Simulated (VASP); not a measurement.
As, 4 atoms in the cell. The cell holds a slab with vacuum, 4 atoms: a = 3.571 Å, b = 3.571 Å, c = 20.295 Å, α = 90.00°, β = 90.00°, γ = 120.00°.  This cell differs from its parent crystal: layers slid over each other.

- Program: VASP 6.6.1
- Task: single point
- Functional: PBE
- Dispersion: D3(BJ)
- Potentials or basis: VASP PAW PBE potentials, release 64 (As_d)
- Cutoff: 520 eV
- k mesh: 9 × 9 × 1
- Occupations: gaussian, width 0.05 eV
- Spin: no spin polarisation
- Dipole correction: yes
- Further INCAR settings: ALGO = Normal; EDIFF = 1e-06; NBANDS = 38; NELMDL = -8

Potentials or basis: VASP PAW PBE potentials, release 64 (As_d).

Command:

```console
$ cat potpaw_PBE.64/As_d/POTCAR > POTCAR
$ mpirun -np 1 vasp_std > vasp.out
```

Hardware: 1 thread of AMD EPYC 9R45 96-Core Processor (Zen 5), with other jobs on the host.

**Question.** Estimate the wall time of this run.

**Answer.** It took 3.3 min on 1 thread of AMD EPYC 9R45 96-Core Processor (Zen 5) (shared host), peak memory 0.39 GiB. Counts: scf iterations 23, k points 25.
